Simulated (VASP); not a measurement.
Be3Bi: single point with PBE

Crystal: Be3Bi.

```
Be Bi
1.0
     7.37636    0.00000    0.00000
    -3.68818    6.38812    0.00000
     0.00000    0.00000    4.86951
Be Bi
6 2
Direct
  0.50000 0.00000 0.21274
  0.00000 0.50000 0.21274
  0.50000 0.50000 0.21274
  0.50000 0.00000 0.78726
  0.00000 0.50000 0.78726
  0.50000 0.50000 0.78726
  0.66667 0.33333 0.50000
  0.33333 0.66667 0.50000
```

The cell was generated, and may not be a known phase.

| Item | Value |
| --- | --- |
| Program | VASP 6.6.1 |
| Task | single point |
| Functional | PBE |
| Potentials or basis | VASP PAW PBE potentials, release 64 (Be, Bi_d) |
| Cutoff | 600 eV |
| k mesh | 6 × 6 × 8 |
| Occupations | gaussian, width 0.1 eV |
| Spin | no spin polarisation |

```yaml
Pressure: 0.0 GPa
Largest_force: 0.004 eV/Å
Band_gap_on_the_k_mesh: zero (bands 21 and 22 overlap by 0.88 eV)
```

Forces in eV/Å, atoms in the order of the input:
```
Be   0.000  0.000  0.004
Be   0.000  0.000  0.004
Be   0.000  0.000  0.004
Be   0.000  0.000 -0.004
Be   0.000  0.000 -0.004
Be   0.000  0.000 -0.004
Bi   0.000  0.000  0.000
Bi   0.000  0.000  0.000
```

Levels at points of the mesh, in eV from the Fermi level:
| k point | band 19 | band 20 | band 21 | band 22 | band 23 | band 24 |
| --- | --- | --- | --- | --- | --- | --- |
| (0.00, 0.00, 0.00) | -1.95 | -0.96 | -0.96 | 1.09 | 1.23 | 1.23 |
| (0.50, 0.00, 0.00) | -2.08 | -1.67 | -0.99 | -0.18 | 0.40 | 1.89 |
| (0.00, 0.00, 0.50) | -2.19 | -2.19 | 0.34 | 0.34 | 1.17 | 1.28 |
| (0.50, 0.00, 0.50) | -1.69 | -1.33 | -0.06 | 1.02 | 1.19 | 1.60 |

Wall time 5.6 min on 1 thread of Oxide Virtual Turin-like Processor, on a shared host, peak memory 0.5 GiB.

Caveat: spin-orbit coupling is left out, which moves the levels of the heavy elements.
